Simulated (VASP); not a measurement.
A run of VASP 6.6.1:

Contents of INCAR:

```
SYSTEM = V
PREC = Accurate
ENCUT = 600
EDIFF = 1E-7
ISMEAR = -1
SIGMA = 0.05
LREAL = .False.
LASPH = .True.
NELM = 150
ALGO = Normal
ISIF = 3
LWAVE = .False.
LCHARG = .False.
ISPIN = 2
MAGMOM = 2
LORBIT = 11
LMAXMIX = 4
GGA = PS
IBRION = 2
NSW = 80
EDIFFG = -0.005
```

KPOINTS

```
regular mesh
0
Gamma
  9 9 9
  0 0 0
```

The input POSCAR:

```
V
1.0
   -1.5143500000      1.5143500000      1.5143500000
    1.5143500000     -1.5143500000      1.5143500000
    1.5143500000      1.5143500000     -1.5143500000
V
1
Direct
    0.0000000000      0.0000000000      0.0000000000
```

Potentials or basis: VASP PAW PBE potentials, release 64 (V_sv).

Launch:

```console
$ cat potpaw_PBE.64/V_sv/POTCAR > POTCAR
$ mpirun -np 1 vasp_std > vasp.out
```

Hardware: 1 thread of AMD EPYC 7R43 64-Core Processor (Zen 3) (shared host).

Q: Estimate the wall time of this run.

A: Wall time 66 s on 1 thread of AMD EPYC 7R43 64-Core Processor (Zen 3) (shared host), peak memory 0.13 GiB. Counts: scf iterations 49, k points 35, ion steps 6.
